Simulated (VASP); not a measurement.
Here is a VASP 6.6.1 calculation.

The input INCAR:

```
SYSTEM = AlNi3
  ALGO = Normal
  EDIFF = 1E-6
  ENCUT = 520
  GGA = PE
  ISIF = 2
  ISMEAR = 1
  LASPH = .TRUE.
  LCHARG = .FALSE.
  LREAL = .FALSE.
  LWAVE = .FALSE.
  NBANDS = 24
  NELM = 60
  PREC = Accurate
  SIGMA = 0.1
```

File KPOINTS:

```
k-points
0
G
  14 14 14
  0 0 0
```

The input POSCAR:

```
AlNi3
1.0
    0.0000000000      2.8018887551      2.8018887551
    2.8018887551      0.0000000000      2.8018887551
    2.8018887551      2.8018887551      0.0000000000
Al Ni
1 3
Direct
    0.5000000000      0.5000000000      0.5000000000
    0.2500000000      0.2500000000      0.2500000000
    0.0000000000      0.0000000000      0.0000000000
    0.7500000000      0.7500000000      0.7500000000
```

Potentials or basis: VASP PAW PBE potentials, release 64 (Al, Ni).

Command:

```bash
$ cat potpaw_PBE.64/Al/POTCAR potpaw_PBE.64/Ni/POTCAR > POTCAR
$ mpirun -np 1 vasp_std > vasp.out
```

What does it give for the pressure?

7.0 GPa.

Estimate the band gap on the k mesh.

zero (an odd number of electrons rules out a gap without spin polarisation).

Caveat: the cell stands under pressure. Spin polarisation is off, so any magnetic state and its effect on volume and gap are missing.
